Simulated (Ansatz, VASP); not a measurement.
**One calculation of Sn, two programs**

Contents of INCAR:

```
PREC = Accurate
ENCUT = 520
EDIFF = 1E-6
ISMEAR = -1
SIGMA = 0.05
LREAL = False
LASPH = True
NELM = 80
ALGO = Normal
ISIF = 2
LWAVE = False
LCHARG = False
GGA = PS
NBANDS = 21
```

KPOINTS

```
Automatic mesh
0
Gamma
  7 7 7
```

Contents of POSCAR:

```
Sn
1.0
   -0.0646668560      3.2333428000      3.2333428000
    3.2333428000     -0.0646668560      3.2333428000
    3.1686759440      3.1686759440      0.0000000000
Sn
2
Direct
    0.7500000000      0.7500000000      0.7500000000
    0.5000000000      0.5000000000      0.5000000000
```

Contents of input.yaml:

```yaml
crystal:
  lattice:
    - [-0.064666856, 3.2333428, 3.2333428]
    - [3.2333428, -0.064666856, 3.2333428]
    - [3.168675944, 3.168675944, 0.0]
  atoms:
    - { symbol: Sn, position: [0.75, 0.75, 0.75] }
    - { symbol: Sn, position: [0.5, 0.5, 0.5] }
kpoints:
  mp_grid: { grid: [7, 7, 7] }
scf:
  occupations: { method: fermi_dirac, width: 0.05 }
hamiltonian:
  xc: pbesol
  pseudopotentials: { kind: all_electron, lapw: { basis_error: 0.001 } }
output:
  forces: true
  stress: true
  eigenvalues: true
```

Change from the starting cell: strain_shear_xy = -0.04.

Alike in both runs: task single point; functional PBEsol; k mesh 7 × 7 × 7; occupations fermi-dirac, width 0.05 eV; no spin polarisation.

|  | VASP | Ansatz |
| --- | --- | --- |
| version | VASP 6.6.1 | Ansatz 0.2.0 |
| potentials or method | VASP PAW PBE potentials, release 64 (Sn_d), cutoff 520 eV | all-electron LAPW, scalar-relativistic |

```csv
,VASP,Ansatz,Ansatz less VASP
gap on the k mesh at the Fermi level (eV),none,none,-
pressure (GPa),1.6,1.7,+0.05
"traceless stress, the component that is largest in VASP (GPa)",2.06,2.06,0.000
rms of the force components (eV/Å),0.224,0.224,+0.0004
```

VASP's potentials were made for PBE, not for PBEsol. Atom by atom the forces differ by 0.000 eV/Å (rms over components). A gap of «none» marks a metal or a gap that the smearing closes. Ansatz ran all-electron here, and VASP with PAW potentials.
